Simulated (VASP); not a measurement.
AlInGaBAs4:

```
CELL_PARAMETERS angstrom
-5.45596 5.45596 0.00000
-5.45596 0.00000 5.45596
0.00000 5.45596 5.45596
ATOMIC_POSITIONS crystal
B 0.49396 0.00385 0.99691
B 0.00443 0.99820 0.49736
Al 0.00037 0.49263 0.00144
Al 0.49645 0.00429 0.49975
Ga 0.50120 0.50121 0.99483
Ga 0.00500 0.49465 0.50145
As 0.86781 0.87785 0.38190
As 0.37419 0.87349 0.37514
As 0.87165 0.37800 0.37758
As 0.87290 0.87768 0.87658
As 0.37297 0.38038 0.37158
As 0.37471 0.87549 0.87441
As 0.87620 0.37606 0.87259
As 0.37605 0.37846 0.87533
In 0.99753 0.00167 0.00428
In 0.49899 0.50241 0.49842
```

| Quantity | Value |
| --- | --- |
| Program | VASP 6.6.1 |
| Task | relaxation of cell and atoms |
| Functional | PBEsol |
| Potentials or basis | VASP PAW PBE potentials, release 64 (B, Al, Ga_d, As, In_d) |
| Cutoff | 560 eV |
| k mesh | 2 × 2 × 2, shifted |
| Occupations | gaussian, width 0.1 eV |
| Spin | no spin polarisation |

At the start: pressure 9.4 GPa; volume 20.30 Å³/atom.

Problem. Where does the relaxation end?

Solution. Over 13 steps the energy falls by 231.9 meV/atom and the volume is 21.53 Å³/atom (+6.1 %); space group C2 (No. 5, to 0.1 Å) before, Cm (No. 8, to 0.1 Å).

Step by step:
```
step  energy change (eV)  largest force (eV/Å)  pressure (GPa)  volume (Å³)
   1              0.0000                4.7899            9.38       324.82
   2             -2.5292                1.0648           -6.02       383.97
   3             -2.7869                1.4139           -3.45       367.98
   4             -3.5224                0.8282           -1.19       351.87
   5             -3.6438                0.4585            0.60       342.51
   6             -3.6445                0.4840            0.45       343.20
   7             -3.6982                0.1754           -0.07       344.97
   8             -3.7002                0.2014           -0.16       345.38
   9             -3.7075                0.0707            0.06       344.40
  10             -3.7075                0.0697            0.07       344.37
  11             -3.7092                0.0545           -0.02       344.66
  12             -3.7093                0.0575           -0.04       344.72
  13             -3.7102                0.0377            0.00       344.51
```

Final structure:
```
B Al Ga As In
1.0
    -5.49124    5.60979   -0.06851
    -5.48891   -0.06697    5.48798
     0.07016    5.61163    5.49197
B Al Ga As In
2 2 2 8 2
Cartesian
  -2.6828 8.3819 5.4715
  -5.4674 8.3923 2.6908
  -2.7496 -0.0114 2.7602
  -2.7146 5.6119 2.7313
  -5.4450 8.3606 8.1974
  -8.2085 8.3723 5.4280
  -9.6450 7.1247 6.9935
  -6.8807 3.8803 6.8826
  -6.7429 7.1539 3.8857
  -9.4909 9.4877 9.5003
  -4.0421 4.0983 4.0206
  -6.9699 7.1058 9.6707
  -6.8594 9.7394 6.8508
  -3.8788 7.1471 6.7501
  -10.9440 5.5543 5.4218
  -5.4749 5.5767 5.4794
```

Caveat: the PAW data sets were made with another functional, which shifts forces and pressure a little.
